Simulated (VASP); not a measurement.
# MgBe2Te2O (P4/mmm) in VASP: further runs, part 2 of 2

VASP 6.6.1. The steps go on from the part before.

## Step 3: Single point, PBE

This run uses another cell than the first one, of 16.91 Å³/atom, 1.011 times its volume.

Contents of INCAR:

```
  PREC = Accurate
  ENCUT = 520
  EDIFF = 1E-6
  ISMEAR = 0
  SIGMA = 0.1
  LREAL = F
  LASPH = T
  NELM = 60
  ALGO = Normal
  ISIF = 2
  LWAVE = F
  LCHARG = F
  GGA = PE
  NBANDS = 21
```

Contents of KPOINTS:

```
regular mesh
0
Gamma
  10 10 6
```

Contents of POSCAR:

```
MgBe2Te2O
1.0
    3.6375899401      0.0000000000      0.0000000000
    0.0000000000      3.6375899401      0.0000000000
    0.0000000000      0.0000000000      7.6687867186
Mg Be Te O
1 2 2 1
Direct
    0.0000000000      0.0000000000      0.5000000000
    0.0000000000      0.5000000000      0.0000000000
    0.5000000000      0.0000000000      0.0000000000
    0.5000000000      0.5000000000      0.2681845507
    0.5000000000      0.5000000000      0.7318154493
    0.0000000000      0.0000000000      0.0000000000
```

Potentials or basis: VASP PAW PBE potentials, release 64 (Mg, Be, Te, O).

On the command line:

```console
$ cat potpaw_PBE.64/Mg/POTCAR potpaw_PBE.64/Be/POTCAR potpaw_PBE.64/Te/POTCAR potpaw_PBE.64/O/POTCAR > POTCAR
$ mpirun -np 1 vasp_std > vasp.out
```

OUTCAR:

```text
PREC = Accurate
   ENCUT = 520
   EDIFF = 1E-6
   ISMEAR = 0
   LREAL = F
   LASPH = T
   NELM = 60
   ISIF = 2
   GGA = PE

 ion  position               nearest neighbor table
   1  0.000  0.000  0.500-   4 3.13   5 3.13   4 3.13   5 3.13   4 3.13   5 3.13   4 3.13   5 3.13

   2  0.000  0.500  0.000-   6 1.82   6 1.82   4 2.75   5 2.75   4 2.75   5 2.75
   3  0.500  0.000  0.000-   6 1.82   6 1.82   4 2.75   4 2.75   5 2.75   5 2.75
   4  0.500  0.500  0.268-   2 2.75   3 2.75   3 2.75   2 2.75   1 3.13   1 3.13   1 3.13   1 3.13
                             5 3.56
   5  0.500  0.500  0.732-   2 2.75   3 2.75   3 2.75   2 2.75   1 3.13   1 3.13   1 3.13   1 3.13
                             4 3.56
   6  0.000  0.000  0.000-   2 1.82   3 1.82   2 1.82   3 1.82

  LATTYP: Found a simple tetragonal cell.
 ALAT       =     3.6375899401
 C/A-ratio  =     2.1082053901

  Lattice vectors:

 A1 = (   3.6375899401,   0.0000000000,   0.0000000000)
 A2 = (   0.0000000000,   3.6375899401,   0.0000000000)
 A3 = (   0.0000000000,   0.0000000000,   7.6687867186)

Analysis of symmetry for initial positions (statically):
=====================================================================
 Subroutine PRICEL returns:
 Original cell was already a primitive cell.

 Routine SETGRP: Setting up the symmetry group for a
 simple tetragonal supercell.

 Subroutine GETGRP returns: Found 16 space group operations
 (whereof 16 operations were pure point group operations)
 out of a pool of 16 trial point group operations.

The static configuration has the point symmetry D_4h.

Analysis of symmetry for dynamics (positions and initial velocities):
=====================================================================
 Subroutine PRICEL returns:
 Original cell was already a primitive cell.

 Routine SETGRP: Setting up the symmetry group for a
 simple tetragonal supercell.

 Subroutine GETGRP returns: Found 16 space group operations
 (whereof 16 operations were pure point group operations)
 out of a pool of 16 trial point group operations.
[... 132 lines left out ...]
  Thomas-Fermi vector in A             =   2.145528
   LORBIT       =      0    0 simple, 1 ext, 2 COOP (PROOUT), +10 PAW based schemes
   GGA     = PE    functional components
   LHFCALC =     F    Hartree Fock is set to
   AEXX    =    0.0000 exact exchange contribution
   IVDW    =     0    specifies the selected vdW correction
   LEPSILON=     F    determine dielectric tensor
   LRPA    =     F    only Hartree local field effects (RPA)
 non-spin polarized calculation
 Gauss-broadening in eV      SIGMA  =   0.10
  energy-cutoff  :      520.00
  volume of cell :      101.47
 maximum number of plane-waves:      2764
 NGX is ok and might be reduce to    28
   NGX = 13   NGY = 13   NGZ = 29

 number of electron      24.0000003 magnetization

 Free energy of the ion-electron system (eV)
  ---------------------------------------------------
  ext. energy  EPLUGINS =         0.00000000
  ---------------------------------------------------
  free energy    TOTEN  =       -23.84662993 eV

  energy without entropy =      -23.83856715  energy(sigma->0) =      -23.84259854

 E-fermi :   6.8781     XC(G=0):  -9.9210

 val. band max:        6.8720185190   @ k =   0.5000   0.4000   0.3333
 cond. band min:       6.8843620678   @ k =   0.4000   0.2000   0.0000
 fundamental gap:      0.0123435488
 Fermi energy:         6.8780609162

 k-point     1 :       0.0000    0.0000    0.0000
  band No.  band energies     occupation
      1     -12.7295      2.00000
      2      -5.7438      2.00000
      3      -5.1594      2.00000
      4       0.1200      2.00000
      5       0.1200      2.00000
      6       0.3355      2.00000
[... 565 lines left out ...]
     20      13.4521      0.00000
     21      14.2434      0.00000

 [... further k-points ...]

------------------------ aborting loop because EDIFF is reached ----------------------------------------

  FORCE on cell =-STRESS in cart. coord.  units (eV):
  Direction    XX          YY          ZZ          XY          YZ          ZX
  --------------------------------------------------------------------------------------
  -------------------------------------------------------------------------------------
  Total        0.0181483      0.0181483      0.0358006      0.0000000      0.0000000      0.0000000
  in kB        0.2865439      0.2865439      0.5652575      0.0000000      0.0000000      0.0000000
  external PRESSURE =       0.3794485 kB  Pullay stress =       0.0000000 kB

 VOLUME and BASIS-vectors are now :
 -----------------------------------------------------------------------------
  energy-cutoff  :      520.00
  volume of cell :      101.47
      direct lattice vectors                 reciprocal lattice vectors
     3.637589940  0.000000000  0.000000000     0.274907292  0.000000000  0.000000000
     0.000000000  3.637589940  0.000000000     0.000000000  0.274907292  0.000000000
     0.000000000  0.000000000  7.668786719     0.000000000  0.000000000  0.130398724

 POSITION                                       TOTAL-FORCE (eV/Angst)
 -----------------------------------------------------------------------------------
      0.00000      0.00000      3.83439         0.000000      0.000000      0.000000
      0.00000      1.81879      0.00000         0.000000      0.000000      0.000000
      1.81879      0.00000      0.00000         0.000000      0.000000      0.000000
      1.81879      1.81879      2.05665         0.000000     -0.000000      0.014923
      1.81879      1.81879      5.61214        -0.000000      0.000000     -0.014923
      0.00000      0.00000      0.00000         0.000000      0.000000      0.000000
 -----------------------------------------------------------------------------------
    total drift:                               -0.000000      0.000000     -0.000000

  FREE ENERGIE OF THE ION-ELECTRON SYSTEM (eV)
  ---------------------------------------------------
  free  energy   TOTEN  =       -23.8466299328 eV

  energy  without entropy=      -23.8385671472  energy(sigma->0) =      -23.84259854
```

OSZICAR:

```text
N       E                     dE             d eps       ncg     rms          rms(c)
DAV:   1     0.835940193237E+02    0.83594E+02   -0.92435E+03  3528   0.951E+02
DAV:   2    -0.176237829712E+02   -0.10122E+03   -0.96480E+02  4534   0.162E+02
DAV:   3    -0.259093072099E+02   -0.82855E+01   -0.81890E+01  4551   0.504E+01
DAV:   4    -0.260217931310E+02   -0.11249E+00   -0.11236E+00  4449   0.655E+00
DAV:   5    -0.260236160662E+02   -0.18229E-02   -0.18228E-02  4573   0.863E-01    0.108E+01
DAV:   6    -0.239542162881E+02    0.20694E+01   -0.93932E+00  4123   0.209E+01    0.518E+00
DAV:   7    -0.238788406877E+02    0.75376E-01   -0.10743E+00  3941   0.588E+00    0.388E+00
DAV:   8    -0.238604986643E+02    0.18342E-01   -0.36520E-01  4126   0.345E+00    0.149E+00
DAV:   9    -0.238466714697E+02    0.13827E-01   -0.53523E-02  5001   0.173E+00    0.380E-01
DAV:  10    -0.238467004382E+02   -0.28968E-04   -0.13781E-02  4043   0.591E-01    0.114E-01
DAV:  11    -0.238466412542E+02    0.59184E-04   -0.41717E-04  4313   0.116E-01    0.697E-02
DAV:  12    -0.238466360038E+02    0.52504E-05   -0.14634E-04  4449   0.674E-02    0.434E-02
DAV:  13    -0.238466330012E+02    0.30026E-05   -0.95180E-06  4281   0.167E-02    0.217E-02
DAV:  14    -0.238466298616E+02    0.31397E-05   -0.14165E-05  4191   0.230E-02    0.858E-03
DAV:  15    -0.238466299328E+02   -0.71242E-07   -0.54858E-07  2573   0.502E-03
   1 F= -.23846630E+02 E0= -.23842599E+02  d E =-.806279E-02
```

stdout:

```text
POSCAR found type information on POSCAR MgBeTeO
 POSCAR found :  4 types and       6 ions
 scaLAPACK will be used
 LDA part: xc-table for (Slater+PW92), standard interpolation
 POSCAR, INCAR and KPOINTS ok, starting setup
 FFT: planning ... GRIDC
 FFT: planning ... GRID_SOFT
 FFT: planning ... GRID
 WAVECAR not read
 entering main loop
```

Run time: 73 s. Hardware: 1 thread of Intel Xeon 6975P-C (Granite Rapids), shared host; peak memory 0.34 GiB.

What came out:

- Free energy: -23.8466 eV
- Pressure: 0.0 GPa
- Largest force: 0.015 eV/Å
- Band gap on the k mesh: zero (band 12 reaches 7.25 eV, above the bottom of band 13 at 6.59 eV)

Forces in eV/Å, atoms in the order of the input:
```
Mg   0.000  0.000  0.000
Be   0.000  0.000  0.000
Be   0.000  0.000  0.000
Te   0.000  0.000  0.015
Te   0.000  0.000 -0.015
O    0.000  0.000  0.000
```

Caveat: spin-orbit coupling is left out, which moves the levels of the heavy elements.
